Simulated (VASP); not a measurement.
A run of VASP 6.6.1 is set up as follows.

INCAR

```
SYSTEM = Al6N
PREC = Accurate
ENCUT = 520
EDIFF = 1E-7
ISMEAR = 0
SIGMA = 0.1
LREAL = .FALSE.
LASPH = .TRUE.
NELM = 80
ALGO = Normal
ISIF = 2
LWAVE = .FALSE.
LCHARG = .TRUE.
LDIPOL = .TRUE.
IDIPOL = 3
DIPOL = 0.5 0.5 0.344
GGA = PE
LELF = .TRUE.
LVHAR = .TRUE.
LVACPOTAV = .TRUE.
NBANDS = 36
```

Contents of KPOINTS:

```
Automatic mesh
0
G
  6 6 1
  0 0 0
```

Contents of POSCAR:

```
Al6N
1.0
    5.7135165839      0.0000000000      0.0000000000
   -2.8567582919      4.9480505066      0.0000000000
    0.0000000000      0.0000000000     21.2013781942
Al N
12 2
Direct
    0.3333333333      0.1666666667      0.1886669802
    0.3333333333      0.6666666667      0.1886669802
    0.8333333334      0.1666666667      0.1886669802
    0.8333333333      0.6666666667      0.1886669802
    0.1666666667      0.3333333333      0.2971844467
    0.1666666667      0.8333333333      0.2971844467
    0.6666666667      0.3333333333      0.2971844467
    0.6666666667      0.8333333333      0.2971844467
    0.0000000000      0.0000000000      0.4056990124
    0.0000000000      0.5000000000      0.4056990124
    0.5000000000      0.0000000000      0.4056990124
    0.5000000000      0.5000000000      0.4056990124
    0.0833333334      0.1666666667      0.5976155246
    0.0833333334      0.1666666667      0.6496068468
```

Potentials or basis: VASP PAW PBE potentials, release 64 (Al, N).

Launch:

```console
$ cat potpaw_PBE.64/Al/POTCAR potpaw_PBE.64/N/POTCAR > POTCAR
$ mpirun -np 1 vasp_std > vasp.out
```

**Question.** Estimate the largest force.

**Answer.** 1.745 eV/Å.

**Question.** Estimate the band gap on the k mesh.

**Answer.** Zero (bands 23 and 24 overlap by 1.02 eV).

Forces in eV/Å, atoms in the order of the input:
```
Al  -0.002  0.000  0.003
Al   0.000  0.000  0.004
Al   0.002  0.000  0.003
Al   0.000  0.001  0.003
Al   0.000 -0.003 -0.003
Al  -0.002  0.001  0.000
Al   0.000  0.000  0.000
Al   0.002  0.001  0.000
Al   0.000  0.003 -0.002
Al   0.001 -0.002 -0.003
Al   0.000  0.003 -0.003
Al  -0.001 -0.002 -0.003
N    0.000  0.000 -1.744
N    0.000  0.000  1.745
```

Caveat: the standard files for N, O and F lose accuracy on very short bonds.
